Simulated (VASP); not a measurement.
# Sb (R-3m) in VASP: further runs

Runs on Sb. Level: PBE. Tasks: single point.

All numbers are computed with VASP 6.6.1; they aren't measurements. Logs are shortened: lines on timing, memory, paths and dates and some standing lists are left out, and cuts for length are marked.

## (1) The cell of the first run

It takes space group R-3m (No. 166, trigonal). Conventional cell: a = 4.228 Å, b = 4.228 Å, c = 11.042 Å, α = 90.00°, β = 90.00°, γ = 120.00°. Within 3.8 Å of Sb (site symmetry 3m) lie 6 Sb at 2.85 to 3.29 Å.

## (2) Single point, PBE (volume scaled by 0.95)

INCAR

```
PREC = Accurate
ENCUT = 520
EDIFF = 1E-7
ISMEAR = -1
SIGMA = 0.05
LREAL = False
LASPH = True
NELM = 60
ALGO = Normal
ISIF = 2
LWAVE = False
LCHARG = True
GGA = PE
LELF = True
LVHAR = True
NBANDS = 12
```

KPOINTS

```
regular mesh
0
Gamma
  9 9 9
```

POSCAR

```
Sb
1.0
    2.1141424358      1.2206007044      3.6805301114
   -2.1141424358      1.2206007044      3.6805301114
    0.0000000000     -2.4412014087      3.6805301114
Sb
2
Direct
    0.2336400000      0.2336400000      0.2336400000
    0.7663600000      0.7663600000      0.7663600000
```

Potentials or basis: VASP PAW PBE potentials, release 64 (Sb).

On the command line:

```sh
cat potpaw_PBE.64/Sb/POTCAR > POTCAR
mpirun -np 1 vasp_std > vasp.out
```

OUTCAR:

```text
PREC = Accurate
   ENCUT = 520
   EDIFF = 1E-7
   ISMEAR = -1
   LREAL = False
   LASPH = True
   NELM = 60
   ISIF = 2
   GGA = PE

 ion  position               nearest neighbor table
   1  0.234  0.234  0.234-   2 2.85   2 2.85   2 2.85   2 3.29   2 3.29   2 3.29
   2  0.766  0.766  0.766-   1 2.85   1 2.85   1 2.85   1 3.29   1 3.29   1 3.29

  LATTYP: Found a trigonal (rhomboedric) cell.
 ALAT       =     4.4165332807
 COS(alpha) =     0.5417151843

  Lattice vectors:

 A1 = (   2.1141424358,   1.2206007044,   3.6805301114)
 A2 = (  -2.1141424358,   1.2206007044,   3.6805301114)
 A3 = (   0.0000000000,  -2.4412014087,   3.6805301114)

Analysis of symmetry for initial positions (statically):
=====================================================================
 Subroutine PRICEL returns:
 Original cell was already a primitive cell.

 Routine SETGRP: Setting up the symmetry group for a
 trigonal (rhombohedral) supercell.

 Subroutine GETGRP returns: Found 12 space group operations
 (whereof 12 operations were pure point group operations)
 out of a pool of 12 trial point group operations.

The static configuration has the point symmetry D_3d.

Analysis of symmetry for dynamics (positions and initial velocities):
=====================================================================
 Subroutine PRICEL returns:
 Original cell was already a primitive cell.

 Routine SETGRP: Setting up the symmetry group for a
 trigonal (rhombohedral) supercell.

 Subroutine GETGRP returns: Found 12 space group operations
 (whereof 12 operations were pure point group operations)
 out of a pool of 12 trial point group operations.

The dynamic configuration has the point symmetry D_3d.

 Subroutine INISYM returns: Found 12 space group operations
 (whereof 12 operations are pure point group operations),
 and found     1 'primitive' translations

----------------------------------------------------------------------------------------

                                     Primitive cell

  volume of cell :      56.9862

  direct lattice vectors                    reciprocal lattice vectors
     2.114142436  1.220600704  3.680530111     0.236502514  0.136544790  0.090566664
    -2.114142436  1.220600704  3.680530111    -0.236502514  0.136544790  0.090566664
     0.000000000 -2.441201409  3.680530111     0.000000000 -0.273089580  0.090566664

  length of vectors
     4.416533281  4.416533281  4.416533281     0.287715552  0.287715552  0.287715552

  position of ions in fractional coordinates (direct lattice)
     0.233640000  0.233640000  0.233640000
     0.766360000  0.766360000  0.766360000

  ion indices of the primitive-cell ions
   primitive index   ion index
                 1           1
                 2           2

----------------------------------------------------------------------------------------

 KPOINTS: regular mesh

Automatic generation of k-mesh.
 Grid dimensions read from file:
 generate k-points for:    9    9    9

 Generating k-lattice:

  Cartesian coordinates                     Fractional coordinates (reciprocal lattice)
     0.026278057  0.015171643  0.010062963     0.111111111  0.000000000  0.000000000
    -0.026278057  0.015171643  0.010062963     0.000000000  0.111111111  0.000000000
     0.000000000 -0.030343287  0.010062963     0.000000000  0.000000000  0.111111111

  Length of vectors
     0.031968395  0.031968395  0.031968395

  Shift w.r.t. Gamma in fractional coordinates (k-lattice)
     0.000000000  0.000000000  0.000000000

 Subroutine IBZKPT returns following result:
 ===========================================

 Found     85 irreducible k-points:

 Following reciprocal coordinates:
            Coordinates               Weight
  0.000000  0.000000  0.000000      1.000000
  0.111111  0.000000  0.000000      6.000000
  0.222222  0.000000  0.000000      6.000000
  0.333333  0.000000 -0.000000      6.000000
  0.444444  0.000000  0.000000      6.000000
  0.111111  0.111111  0.000000      6.000000
[... 16 lines left out ...]
 -0.333333  0.333333  0.000000      6.000000
  0.444444  0.444444  0.000000      6.000000
 [... further k-points ...]
   k-points           NKPTS =     85   k-points in BZ     NKDIM =     85   number of bands    NBANDS=     12
   number of dos      NEDOS =    301   number of ions     NIONS =      2
   total plane-waves  NPLWV =  46656
   dimension x,y,z NGX =    36 NGY =   36 NGZ =   36
   dimension x,y,z NGXF=    72 NGYF=   72 NGZF=   72
   ions per type =               2
   NGX,Y,Z   is equivalent  to a cutoff of  13.55, 13.55, 13.55 a.u.
   NGXF,Y,Z  is equivalent  to a cutoff of  27.10, 27.10, 27.10 a.u.
 SYSTEM =  unknown system
   PREC   = accura    normal or accurate (medium, high low for compatibility)
   ISTART =      0    job   : 0-new  1-cont  2-samecut
   ICHARG =      2    charge: 1-file 2-atom 10-const
   ISPIN  =      1    spin polarized calculation?
   LNONCOLLINEAR =      F non collinear calculations
   LSORBIT =      F    spin-orbit coupling
   LASPH  =      T    aspherical Exc in radial PAW
   ENCUT  =  520.0 eV  38.22 Ry    6.18 a.u.   8.21  8.21  8.21*2*pi/ulx,y,z
   NELM   =     60;   NELMIN=  2; NELMDL= -5     # of ELM steps
   EDIFF  = 0.1E-06   stopping-criterion for ELM
   LREAL  =      F    real-space projection
   EDIFFG = 0.1E-05   stopping-criterion for IOM
   NSW    =      0    number of steps for IOM
   IBRION =     -1    ionic relax: 0-MD 1-quasi-New 2-CG
   NFREE  =      0    steps in history (QN), initial steepest desc. (CG)
   ISIF   =      2    stress and relaxation
   ISYM   =      2    0-nonsym 1-usesym 2-fastsym
   POTIM  = 0.5000    time-step for ionic-motion
   TEBEG  =    0.0;   TEEND  =   0.0 temperature during run
   PSTRESS=    0.0 pullay stress
   NELECT =      10.0000    total number of electrons
   NUPDOWN=      -1.0000    fix difference up-down
   EMIN   =  10.00;   EMAX   =-10.00  energy-range for DOS
   EFERMI =   0.00;   METHOD = LEGACY
   ISMEAR =    -1;   SIGMA  =   0.05  broadening in eV -4-tet -1-fermi 0-gaus
   EFERMI_NEDOS =   21; number of points for ismear=-14 and -15
   IALGO  =     38    algorithm
   IMIX   =      4    mixing-type and parameters
     AMIX     =   0.40;   BMIX     =  1.00
     AMIX_MAG =   1.60;   BMIX_MAG =  1.00
  volume/ion in A,a.u.               =      28.49       192.28
  Fermi-wavevector in a.u.,A,eV,Ry     =   0.916541  1.732010 11.429527  0.840047
  Thomas-Fermi vector in A             =   2.041408
   LORBIT       =      0    0 simple, 1 ext, 2 COOP (PROOUT), +10 PAW based schemes
   GGA     = PE    functional components
[... 5 lines left out ...]
 non-spin polarized calculation
  energy-cutoff  :      520.00
  volume of cell :       56.99
 maximum number of plane-waves:      1556
 NGX is ok and might be reduce to    36
   NGX = 17   NGY = 17   NGZ = 17

 number of electron      10.0000000 magnetization

 Free energy of the ion-electron system (eV)
  ---------------------------------------------------
  ext. energy  EPLUGINS =         0.00000000
  ---------------------------------------------------
  free energy    TOTEN  =        -8.15615665 eV

  energy without entropy =       -8.15374822  energy(sigma->0) =       -8.15495243

 E-fermi :   8.0955     XC(G=0):  -9.7835

 val. band max:        8.0722707539   @ k =   0.3333   0.1111   0.1111
 cond. band min:       8.1092366159   @ k =   0.3333   0.2222   0.2222
 fundamental gap:      0.0369658620
 Fermi energy:         8.0955400547

 k-point     1 :       0.0000    0.0000    0.0000
  band No.  band energies     occupation
      1      -5.1562      2.00000
      2       3.5773      2.00000
      3       5.8366      2.00000
      4       6.1203      2.00000
      5       6.1203      2.00000
      6      10.1376      0.00000
      7      10.8344      0.00000
      8      10.8344      0.00000
      9      13.0664      0.00000
     10      13.0664      0.00000
     11      13.2812      0.00000
     12      14.4715      0.00000

 k-point     2 :       0.1111    0.0000    0.0000
  band No.  band energies     occupation
      1      -5.0115      2.00000
      2       2.8365      2.00000
      3       5.8753      2.00000
      4       6.0835      2.00000
      5       6.4472      2.00000
      6      10.0897      0.00000
      7      10.4773      0.00000
      8      10.4957      0.00000
      9      12.5396      0.00000
     10      13.0007      0.00000
     11      13.1016      0.00000
     12      15.4743      0.00000

 k-point     3 :       0.2222    0.0000    0.0000
  band No.  band energies     occupation
      1      -4.5801      2.00000
      2       1.3977      2.00000
      3       5.8867      2.00000
      4       6.0114      2.00000
      5       6.9274      2.00000
      6       9.5351      0.00000
      7       9.6848      0.00000
      8       9.7139      0.00000
      9      12.7161      0.00000
     10      13.2889      0.00000
     11      13.7547      0.00000
     12      17.3918      0.00000
[... 286 lines left out ...]
 k-point    23 :      -0.3333    0.3333    0.0000
  band No.  band energies     occupation
      1      -1.8875      2.00000
      2      -1.6696      2.00000
      3       2.5992      2.00000
      4       5.0047      2.00000
      5       5.3522      2.00000
      6      10.3107      0.00000
      7      10.7755      0.00000
      8      13.1524      0.00000
      9      13.7426      0.00000
     10      14.5352      0.00000
     11      15.9409      0.00000
     12      18.2485      0.00000

 k-point    24 :       0.4444    0.4444    0.0000
  band No.  band energies     occupation
      1      -2.7498      2.00000
      2       0.0709      2.00000
      3       2.4570      2.00000
      4       4.0790      2.00000
      5       4.1518      2.00000
      6       9.4080      0.00000
      7      13.2108      0.00000
      8      13.7499      0.00000
      9      15.0232      0.00000
     10      16.7165      0.00000
     11      17.9309      0.00000
     12      18.9163      0.00000

 [... further k-points ...]

------------------------ aborting loop because EDIFF is reached ----------------------------------------

  FORCE on cell =-STRESS in cart. coord.  units (eV):
  Direction    XX          YY          ZZ          XY          YZ          ZX
  --------------------------------------------------------------------------------------
  -------------------------------------------------------------------------------------
  Total        2.5970947      2.5970947      2.1777179      0.0000000      0.0000000      0.0000000
  in kB       73.0178238     73.0178238     61.2269635      0.0000000      0.0000000      0.0000000
  external PRESSURE =      69.0875371 kB  Pullay stress =       0.0000000 kB

 VOLUME and BASIS-vectors are now :
 -----------------------------------------------------------------------------
  energy-cutoff  :      520.00
  volume of cell :       56.99
      direct lattice vectors                 reciprocal lattice vectors
     2.114142436  1.220600704  3.680530111     0.236502514  0.136544790  0.090566664
    -2.114142436  1.220600704  3.680530111    -0.236502514  0.136544790  0.090566664
     0.000000000 -2.441201409  3.680530111     0.000000000 -0.273089580  0.090566664

 POSITION                                       TOTAL-FORCE (eV/Angst)
 -----------------------------------------------------------------------------------
      0.00000      0.00000      2.57976         0.000000      0.000000      0.553110
      0.00000      0.00000      8.46183         0.000000     -0.000000     -0.553110
 -----------------------------------------------------------------------------------
    total drift:                                0.000000     -0.000000      0.000000

  FREE ENERGIE OF THE ION-ELECTRON SYSTEM (eV)
  ---------------------------------------------------
  free  energy   TOTEN  =        -8.1561566488 eV

  energy  without entropy=       -8.1537482202  energy(sigma->0) =       -8.15495243
```

It took 41 s on 1 thread of AMD EPYC 9R45 (Zen 5), shared host; peak memory 0.19 GiB.

What came out:

```yaml
Free_energy: -8.1562 eV
Pressure: 6.9 GPa
Largest_force: 0.553 eV/Å
Band_gap_on_the_k_mesh: zero (band 5 reaches 8.11 eV, above the bottom of band 6 at 8.05 eV)
```

Forces in eV/Å, atoms in the order of the input:
```
Sb   0.000  0.000  0.553
Sb   0.000  0.000 -0.553
```

Stress tensor (GPa, compression positive):
```
7.30 0.00 0.00
0.00 7.30 0.00
0.00 0.00 6.12
```

Caveat: spin-orbit coupling is left out, which moves the levels of the heavy elements.

(Continued in part 2 of 2.)
